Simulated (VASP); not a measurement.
Ba3Ca4O7, 14 atoms in the cell. The cell holds an amorphous packing of atoms, 14 atoms: a = 6.146 Å, b = 6.162 Å, c = 6.124 Å, α = 88.94°, β = 86.17°, γ = 89.12°. 

* Program: VASP 6.6.1
* Task: single point
* Functional: PBE
* Potentials or basis: VASP PAW PBE potentials, release 64 (Ba_sv, O, Ca_sv)
* Cutoff: 520 eV
* k mesh: 1 × 1 × 1
* Occupations: fermi-dirac, width 0.1172 eV
* Spin: no spin polarisation
* Dipole correction: no
* Further INCAR settings: ALGO = Normal; EDIFF = 1e-06; NBANDS = 69; ISYM = 0

Potentials or basis: VASP PAW PBE potentials, release 64 (Ba_sv, O, Ca_sv).

The run is started by

```console
$ cat potpaw_PBE.64/Ba_sv/POTCAR potpaw_PBE.64/O/POTCAR potpaw_PBE.64/Ca_sv/POTCAR > POTCAR
$ mpirun -np 1 vasp_gam > vasp.out
```

Hardware: 1 thread of Intel Xeon 8259CL (shared host).

Problem. Estimate the wall time of this run.

Solution. Wall time 56 s on 1 thread of Intel Xeon 8259CL (shared host), peak memory 0.31 GiB. Counts: scf iterations 17, k points 1.
